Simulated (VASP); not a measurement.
Write the native input for VASP 6.6.1 that does the following.

```
Task                   : single point
Functional             : PBE
Potentials or basis    : VASP PAW PBE potentials, release 64 (Hf_pv, O)
Cutoff                 : 520 eV
k mesh                 : 6 × 6 × 6
Occupations            : gaussian, width 0.01 eV
Spin                   : non-collinear spin, zero start, spin-orbit coupling
Starting moments       : [[0.0, 0.0, 0.0], [0.0, 0.0, 0.0], [0.0, 0.0, 0.0]] μB
Dipole correction      : no
Further INCAR settings : ALGO = Normal; EDIFF = 1e-07; NBANDS = 35
```

The structure of HfO2 lies in POSCAR:

```
HfO2
1.0
    0.0000000000      2.5291823181      2.5291823181
    2.5291823181      0.0000000000      2.5291823181
    2.5291823181      2.5291823181      0.0000000000
Hf O
1 2
Direct
    0.0000000000      0.0000000000      0.0000000000
    0.2500000000      0.2500000000      0.2500000000
    0.7500000000      0.7500000000      0.7500000000
```

One way to write it, as run:

INCAR

```
ALGO     = Normal         # electronic algorithm
EDIFF    = 1E-7           # SCF threshold, eV
ENCUT    = 520            # plane-wave cutoff, eV
GGA      = PE             # functional
GGA_COMPAT= False        
ISIF     = 2              # what is computed and relaxed
ISMEAR   = 0              # smearing method
LASPH    = True           # aspherical terms in the spheres
LCHARG   = False          # write CHGCAR
LMAXMIX  = 4              # l up to which the mixer works
LORBIT   = 11             # projections on sites
LORBMOM  = True         
LREAL    = False          # projectors in reciprocal space
LSORBIT  = True           # spin-orbit coupling
LWAVE    = False          # write WAVECAR
MAGMOM   = 0 0 0 0 0 0 0 0 0 # initial moments
NBANDS   = 35             # bands
NELM     = 150            # most SCF steps
PREC     = Accurate       # precision mode
SIGMA    = 0.01           # smearing width, eV
```

KPOINTS

```
k-points
0
Gamma
  6 6 6
```

Potentials or basis: VASP PAW PBE potentials, release 64 (Hf_pv, O).

The run is started by

```console
$ cat potpaw_PBE.64/Hf_pv/POTCAR potpaw_PBE.64/O/POTCAR > POTCAR
$ mpirun -np 1 vasp_ncl > vasp.out
```

Results of the run:

| Property | Result |
| --- | --- |
| Pressure | 2.3 GPa |
| Net moment | 0.00 μB per cell |
| Valence electrons inside the program's atomic spheres | Hf 8.30; O 5.12 |

Wall time 27 s on 1 thread of Intel(R) Xeon(R) 6975P-C (Granite Rapids) (shared host), peak memory 0.25 GiB.
